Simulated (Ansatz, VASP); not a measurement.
Two plane-wave programs on Ir

The input INCAR:

```
SYSTEM = Ir
PREC     = Accurate       ! precision mode
ENCUT    = 500            ! plane-wave cutoff, eV
EDIFF    = 1E-6           ! SCF threshold, eV
ISMEAR   = 0              ! smearing method
SIGMA    = 0.05           ! smearing width, eV
LREAL    = .FALSE.        ! projectors in reciprocal space
LASPH    = .TRUE.         ! aspherical terms in the spheres
NELM     = 120            ! most SCF steps
ALGO     = Normal         ! electronic algorithm
ISIF     = 2              ! what is computed and relaxed
LWAVE    = .FALSE.        ! write WAVECAR
LCHARG   = .FALSE.        ! write CHGCAR
NBANDS   = 10             ! bands
GGA_COMPAT= .FALSE.
```

KPOINTS

```
Automatic mesh
0
G
  18 18 18
  0 0 0
```

Contents of POSCAR:

```
Ir
1.0
    0.0000000000      1.9055027373      1.9055027373
    1.9055027373      0.0000000000      1.9055027373
    1.9055027373      1.9055027373      0.0000000000
Ir
1
Direct
    0.0000000000      0.0000000000      0.0000000000
```

Input for Ansatz:

```yaml
crystal:
  lattice:
    - [0.0, 1.9055027373, 1.9055027373]
    - [1.9055027373, 0.0, 1.9055027373]
    - [1.9055027373, 1.9055027373, 0.0]
  atoms:
    - { symbol: Ir, position: [0.0, 0.0, 0.0] }
basis:
  ecutwfc: 600
  ecutrho_ratio: 5
kpoints:
  mp_grid: { grid: [18, 18, 18] }
hamiltonian:
  xc: lda
scf:
  occupations: { method: gaussian, width: 0.05 }
output:
  forces: true
  stress: true
  eigenvalues: true
```

Alike in both runs: task single point; functional LDA; k mesh 18 × 18 × 18; occupations gaussian, width 0.05 eV; no spin polarisation.

```csv
,VASP,Ansatz
version,VASP 6.6.1,Ansatz 0.2.0
potentials or method,"VASP PAW LDA potentials, release 64 (Ir), cutoff 500 eV","scalar-relativistic, plane waves, PAW"
valence electrons in the cell,9,17
```

|  | VASP | Ansatz | Ansatz less VASP |
| --- | --- | --- | --- |
| pressure (GPa) | 2.5 | -0.1 | -2.60 |

LDA's correlation is that of Perdew and Zunger in VASP and of Perdew and Wang (1992) in Ansatz. VASP's potentials hold 9 valence electrons a cell and Ansatz's 17, so a difference there can come from the potentials and not from the codes.

Neither program's run includes spin-orbit coupling.
